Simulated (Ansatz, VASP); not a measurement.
# Ga4Bi3N: VASP beside Ansatz

```xyz
8
Lattice="6.1047 0.0000 0.0000 0.0000 6.1047 0.0000 0.0000 0.0000 6.1047" Properties=species:S:1:pos:R:3 pbc="T T T"
N     0.0000    0.0000    0.0000
Ga    4.8905    4.8905    4.8905
Ga    1.2142    1.2142    4.8905
Ga    1.2142    4.8905    1.2142
Ga    4.8905    1.2142    1.2142
Bi    3.0524    3.0524    0.0000
Bi    3.0524    0.0000    3.0524
Bi    0.0000    3.0524    3.0524
```

Alike in both runs: task single point; functional PBE; k mesh 4 × 4 × 4; occupations fermi-dirac, width 0.02 eV; no spin polarisation.

|  | VASP | Ansatz |
| --- | --- | --- |
| version | VASP 6.6.1 | Ansatz 0.2.0 |
| potentials or method | VASP PAW PBE potentials, release 64 (N, Ga_d, Bi_d) | plane waves, PAW |
| plane-wave cutoff (eV) | 520 | 420 |
| valence electrons in the cell | 102 | 102 |

|  | VASP | Ansatz | Ansatz less VASP |
| --- | --- | --- | --- |
| pressure (GPa) | -2.4 | -2.4 | -0.03 |
| rms of the force components (eV/Å) | 0.026 | 0.034 | +0.0080 |

Spin-orbit coupling is off throughout.
